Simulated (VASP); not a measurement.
# TiO (P-6m2) in VASP: single point with PBEsol

Aim: the single point of TiO with PBEsol.

Program: VASP 6.6.1. These are calculated values, not measurements. Logs are shortened: lines on timing, memory, paths and dates and some standing lists are left out, and cuts for length are marked.

### Step 1. The cell of the first run

The structure is hexagonal, space group P-6m2 (No. 187). The conventional cell has a = 2.789 Å, b = 2.789 Å, c = 2.794 Å, α = 90.00°, β = 90.00°, γ = 120.00°. Within 2.8 Å of Ti (site symmetry -6m2) lie 6 O at 2.13 Å and 8 Ti at 2.79 Å. O (site symmetry -6m2) has 6 Ti at 2.13 Å and 8 O at 2.79 Å within 2.8 Å.

### Step 2. Single point, PBEsol

POSCAR reads:

```
TiO
1.0
    2.7888858285      0.0000000000      0.0000000000
   -1.3944429142      2.4152459758      0.0000000000
    0.0000000000      0.0000000000      2.7940761175
Ti O
1 1
Direct
    0.6666666667      0.3333333333      0.0000000000
    0.0000000000      0.0000000000      0.5000000000
```

INCAR.step1 reads:

```
PREC = Accurate
ENCUT = 520
EDIFF = 1E-7
ISMEAR = 0
SIGMA = 0.1
LREAL = F
LASPH = T
NELM = 60
ALGO = Normal
ISIF = 2
LWAVE = F
LCHARG = T
LMAXMIX = 4
GGA = PS
NBANDS = 16
```

KPOINTS.step1 reads:

```
Automatic mesh
0
Gamma
  18 18 16
```

INCAR.step2 reads:

```
PREC = Accurate
ENCUT = 520
EDIFF = 1E-7
ISMEAR = -5
SIGMA = 0.1
LREAL = F
LASPH = T
NELM = 60
ALGO = Normal
ISIF = 2
LWAVE = F
LCHARG = F
LMAXMIX = 4
GGA = PS
LORBIT = 11
NBANDS = 16
NEDOS = 1001
ICHARG = 11
```

KPOINTS.step2 reads:

```
Automatic mesh
0
Gamma
  27 27 24
```

Potentials or basis: VASP PAW PBE potentials, release 64 (Ti_sv, O).

Launch:

```sh
$ cat potpaw_PBE.64/Ti_sv/POTCAR potpaw_PBE.64/O/POTCAR > POTCAR
$ cp INCAR.step1 INCAR
$ cp KPOINTS.step1 KPOINTS
$ mpirun -np 1 vasp_std > vasp.out
$ cp INCAR.step2 INCAR
$ cp KPOINTS.step2 KPOINTS
$ mpirun -np 1 vasp_std > vasp.out
```

OUTCAR:

```text
PREC = Accurate
   ENCUT = 520
   EDIFF = 1E-7
   ISMEAR = -5
   LREAL = F
   LASPH = T
   NELM = 60
   ISIF = 2
   GGA = PS
   LORBIT = 11
   ICHARG = 11

 ion  position               nearest neighbor table
   1  0.667  0.333  0.000-   2 2.13   2 2.13   2 2.13   2 2.13   2 2.13   2 2.13
   2  0.000  0.000  0.500-   1 2.13   1 2.13   1 2.13   1 2.13   1 2.13   1 2.13

  LATTYP: Found a hexagonal cell.
 ALAT       =     2.7888858285
 C/A-ratio  =     1.0018610618

  Lattice vectors:

 A1 = (   2.7888858285,   0.0000000000,   0.0000000000)
 A2 = (  -1.3944429142,   2.4152459758,   0.0000000000)
 A3 = (   0.0000000000,   0.0000000000,   2.7940761175)

Analysis of symmetry for initial positions (statically):
=====================================================================
 Subroutine PRICEL returns:
 Original cell was already a primitive cell.

 Routine SETGRP: Setting up the symmetry group for a
 hexagonal supercell.

 Subroutine GETGRP returns: Found 12 space group operations
 (whereof 12 operations were pure point group operations)
 out of a pool of 24 trial point group operations.

The static configuration has the point symmetry D_3h.

Analysis of symmetry for dynamics (positions and initial velocities):
=====================================================================
 Subroutine PRICEL returns:
 Original cell was already a primitive cell.

 Routine SETGRP: Setting up the symmetry group for a
 hexagonal supercell.

 Subroutine GETGRP returns: Found 12 space group operations
 (whereof 12 operations were pure point group operations)
 out of a pool of 24 trial point group operations.

The dynamic configuration has the point symmetry D_3h.

 Subroutine INISYM returns: Found 12 space group operations
 (whereof 12 operations are pure point group operations),
 and found     1 'primitive' translations

----------------------------------------------------------------------------------------

                                     Primitive cell

  volume of cell :      18.8205

  direct lattice vectors                    reciprocal lattice vectors
     2.788885829  0.000000000  0.000000000     0.358566131  0.207018252  0.000000000
    -1.394442914  2.415245976  0.000000000     0.000000000  0.414036504  0.000000000
     0.000000000  0.000000000  2.794076117     0.000000000  0.000000000  0.357900056

  length of vectors
     2.788885829  2.788885829  2.794076117     0.414036504  0.414036504  0.357900056

[... 83 lines left out ...]
   LREAL  =      F    real-space projection
   EDIFFG = 0.1E-05   stopping-criterion for IOM
   NSW    =      0    number of steps for IOM
   IBRION =     -1    ionic relax: 0-MD 1-quasi-New 2-CG
   NFREE  =      0    steps in history (QN), initial steepest desc. (CG)
   ISIF   =      2    stress and relaxation
   ISYM   =      2    0-nonsym 1-usesym 2-fastsym
   POTIM  = 0.5000    time-step for ionic-motion
   TEBEG  =    0.0;   TEEND  =   0.0 temperature during run
   PSTRESS=    0.0 pullay stress
   NELECT =      18.0000    total number of electrons
   NUPDOWN=      -1.0000    fix difference up-down
   EMIN   =  10.00;   EMAX   =-10.00  energy-range for DOS
   EFERMI =   0.00;   METHOD = LEGACY
   ISMEAR =    -5;   SIGMA  =   0.10  broadening in eV -4-tet -1-fermi 0-gaus
   EFERMI_NEDOS =   21; number of points for ismear=-14 and -15
   IALGO  =     38    algorithm
   IMIX   =      4    mixing-type and parameters
     AMIX     =   0.40;   BMIX     =  1.00
     AMIX_MAG =   1.60;   BMIX_MAG =  1.00
  volume/ion in A,a.u.               =       9.41        63.50
  Fermi-wavevector in a.u.,A,eV,Ry     =   1.612955  3.048043 35.397236  2.601623
  Thomas-Fermi vector in A             =   2.708102
   LORBIT       =     11    0 simple, 1 ext, 2 COOP (PROOUT), +10 PAW based schemes
   GGA     = PS    functional components
   LHFCALC =     F    Hartree Fock is set to
   AEXX    =    0.0000 exact exchange contribution
   IVDW    =     0    specifies the selected vdW correction
   LEPSILON=     F    determine dielectric tensor
   LRPA    =     F    only Hartree local field effects (RPA)
 non-spin polarized calculation
 Fermi weights with tetrahedron method with Bloechl corrections
  energy-cutoff  :      520.00
  volume of cell :       18.82
 maximum number of plane-waves:       527
 NGX is ok and might be reduce to    24

 number of electron      17.9999999 magnetization

 Free energy of the ion-electron system (eV)
  ---------------------------------------------------
  ext. energy  EPLUGINS =         0.00000000
  ---------------------------------------------------
  free energy    TOTEN  =       -18.77261226 eV

  energy without entropy =      -18.77261226  energy(sigma->0) =      -18.77261226

 E-fermi :  11.6414     XC(G=0): -13.2553

 val. band max:       11.7018773887   @ k =   0.0000   0.0000   0.3750
 cond. band min:      11.6340125706   @ k =   0.0000   0.0000   0.4583
 fundamental gap:     -0.0678648181
 Fermi energy:        11.6413801128

 k-point     1 :       0.0000    0.0000    0.0000
  band No.  band energies     occupation
      1     -45.8801      2.00000
      2     -22.1455      2.00000
      3     -21.7618      2.00000
      4     -21.7618      2.00000
      5     -10.4094      2.00000
      6       5.8410      2.00000
[... 433 lines left out ...]
      3     -22.0266      2.00000
      4     -21.9426      2.00000
      5      -9.1771      2.00000
      6       2.7421      2.00000
[... 8 lines left out ...]
     15      24.1879      0.00000
     16      26.7999      0.00000

 [... further k-points ...]
[... 5 lines left out ...]
  --------------------------------------------------------------------------------------
  -------------------------------------------------------------------------------------
  Total        0.0733398      0.0733398      0.1027894      0.0000000      0.0000000      0.0000000
  in kB        6.2433817      6.2433817      8.7504094      0.0000000      0.0000000      0.0000000
  external PRESSURE =       7.0790576 kB  Pullay stress =       0.0000000 kB

 VOLUME and BASIS-vectors are now :
 -----------------------------------------------------------------------------
  energy-cutoff  :      520.00
  volume of cell :       18.82
      direct lattice vectors                 reciprocal lattice vectors
     2.788885829  0.000000000  0.000000000     0.358566131  0.207018252  0.000000000
    -1.394442914  2.415245976  0.000000000     0.000000000  0.414036504  0.000000000
     0.000000000  0.000000000  2.794076117     0.000000000  0.000000000  0.357900056

 POSITION                                       TOTAL-FORCE (eV/Angst)
 -----------------------------------------------------------------------------------
      1.39444      0.80508      0.00000         0.000000      0.000000      0.000000
      0.00000      0.00000      1.39704        -0.000000      0.000000      0.000000
 -----------------------------------------------------------------------------------
    total drift:                               -0.002863      0.001653      0.000000

  FREE ENERGIE OF THE ION-ELECTRON SYSTEM (eV)
  ---------------------------------------------------
  free  energy   TOTEN  =       -18.7726122645 eV

  energy  without entropy=      -18.7726122645  energy(sigma->0) =      -18.77261226

 total charge

# of ion       s       p       d       tot
------------------------------------------
    1        2.170   6.191   2.083  10.444
    2        1.547   3.487   0.000   5.034
--------------------------------------------------
tot          3.717   9.678   2.083  15.478
```

OUTCAR.step1:

```text
PREC = Accurate
   ENCUT = 520
   EDIFF = 1E-7
   ISMEAR = 0
   LREAL = F
   LASPH = T
[... 678 lines left out ...]
 -----------------------------------------------------------------------------------
      1.39444      0.80508      0.00000        -0.000000      0.000000      0.000000
      0.00000      0.00000      1.39704         0.000000     -0.000000      0.000000
 -----------------------------------------------------------------------------------
    total drift:                               -0.000000      0.000000      0.000000

  FREE ENERGIE OF THE ION-ELECTRON SYSTEM (eV)
  ---------------------------------------------------
  free  energy   TOTEN  =       -18.7727709350 eV

  energy  without entropy=      -18.7725638523  energy(sigma->0) =      -18.77266739
```

It took 5.9 min on 1 thread of Intel Xeon 8259CL, shared host; peak memory 0.43 GiB.

What came out:

```yaml
Valence_electrons_inside_the_program's_atomic_spheres: Ti 10.44; O 5.03
```

Caveat: the PAW data sets were made with another functional, which shifts forces and pressure a little; semilocal functionals often make such compounds metallic where correlation or magnetic order opens a gap, which also shifts bond lengths; tetrahedron occupations give inexact forces and stress in metals.
